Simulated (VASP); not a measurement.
Here is a VASP 6.6.1 calculation.

POSCAR

```
AlPt
1.0
    3.0915460000      0.0000000000      0.0000000000
    0.0000000000      3.0915460000      0.0000000000
    0.0000000000      0.0000000000      3.0915460000
Al Pt
1 1
Direct
    0.0000000000      0.0000000000      0.0000000000
    0.5000000000      0.5000000000      0.5000000000
```

Contents of INCAR.step1:

```
SYSTEM = AlPt
ALGO = Normal
EDIFF = 1E-4
ENCUT = 600
GGA = PE
ISMEAR = 0
LASPH = .True.
LCHARG = .False.
LREAL = .False.
LWAVE = .True.
NELM = 100
PREC = Accurate
SIGMA = 0.1
```

Contents of INCAR.step2:

```
SYSTEM = AlPt
ALGO = Normal
EDIFF = 1E-6
EDIFFG = -0.005
ENCUT = 600
IBRION = 2
ISIF = 3
ISMEAR = 0
ISTART = 1
LASPH = .True.
LCHARG = .False.
LMIXTAU = .True.
LREAL = .False.
LWAVE = .False.
METAGGA = R2SCAN
NELM = 100
NSW = 100
PREC = Accurate
SIGMA = 0.1
```

The input KPOINTS:

```
k-points
0
Gamma
  14 14 14
  0 0 0
```

Potentials or basis: VASP PAW PBE potentials, release 64 (Al, Pt).

Launch:

```bash
$ cat potpaw_PBE.64/Al/POTCAR potpaw_PBE.64/Pt/POTCAR > POTCAR
$ cp INCAR.step1 INCAR
$ mpirun -np 1 vasp_std > vasp.out
$ cp INCAR.step2 INCAR
$ mpirun -np 1 vasp_std > vasp.out
```

Problem. Estimate the band gap on the k mesh.

Solution. Zero (an odd number of electrons rules out a gap without spin polarisation).

Problem. Predict the relaxed volume.

Solution. 14.40 Å³/atom.

Problem. Predict the relaxed cell.

Solution. a = 3.065 Å, b = 3.065 Å, c = 3.065 Å, α = 90.00°, β = 90.00°, γ = 90.00°.

Problem. Predict the space group after relaxing (to 0.1 Å).

Solution. Pm-3m (No. 221).

The path:
| step | energy change (eV) | largest force (eV/Å) | pressure (GPa) | volume (Å³) |
| --- | --- | --- | --- | --- |
| 1 | 0.0000 | 0.0000 | -4.91 | 29.55 |
| 2 | 0.0197 | 0.0000 | 9.22 | 27.65 |
| 3 | -0.0119 | 0.0000 | 0.00 | 28.80 |

Caveat: the PAW data sets were made with another functional, which shifts forces and pressure a little; spin-orbit coupling is left out, which moves the levels of the heavy elements.
